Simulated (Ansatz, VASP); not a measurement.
One calculation of Si, two programs

The input INCAR:

```
SYSTEM = Si
ALGO = Normal
EDIFF = 1E-6
ENCUT = 520
GGA = PE
ISIF = 2
ISMEAR = 0
IVDW = 12
LASPH = .TRUE.
LCHARG = .TRUE.
LELF = .TRUE.
LREAL = .FALSE.
LVHAR = .TRUE.
LWAVE = .FALSE.
NBANDS = 8
NELM = 80
PREC = Accurate
SIGMA = 0.15
```

KPOINTS

```
k-points
0
G
  30 30 30
  0 0 0
```

File POSCAR:

```
Si
1.0
   -1.6044188291      1.6044188291      1.3095711304
    1.6044188291     -1.6044188291      1.3095711304
    1.6347046335      1.6347046335     -1.3095711304
Si
1
Direct
    0.0000000000      0.0000000000      0.0000000000
```

Input for Ansatz:

```yaml
crystal:
  lattice:
    - [-1.6044188291, 1.6044188291, 1.3095711304]
    - [1.6044188291, -1.6044188291, 1.3095711304]
    - [1.6347046335, 1.6347046335, -1.3095711304]
  atoms:
    - { symbol: Si, position: [0.0, 0.0, 0.0] }
basis:
  ecutwfc: 420
kpoints:
  mp_grid: { grid: [30, 30, 30] }
hamiltonian:
  xc: pbe
  dispersion: d3bj
scf:
  occupations: { method: gaussian, width: 0.15 }
output:
  forces: true
  stress: true
  eigenvalues: true
```

Change from the starting cell: strain +0.0187 x Voigt [0, 0, 0, 0, 0, 1], atoms carried along.

Alike in both runs: task single point; functional PBE; dispersion D3(BJ); k mesh 30 × 30 × 30; occupations gaussian, width 0.15 eV; no spin polarisation.

|  | VASP | Ansatz |
| --- | --- | --- |
| version | VASP 6.6.1 | Ansatz 0.2.0 |
| potentials or method | VASP PAW PBE potentials, release 64 (Si), cutoff 520 eV | scalar-relativistic, plane waves, PAW |
| valence electrons in the cell | 4 | 4 |

```tsv
	VASP	Ansatz	Ansatz less VASP
gap on the k mesh at the Fermi level (eV)	none	none	-
pressure (GPa)	-0.1	0.0	+0.05
traceless stress, the component that is largest in VASP (GPa)	-1.38	-1.39	-0.011
```

A gap of «none» marks a metal or a gap that the smearing closes.
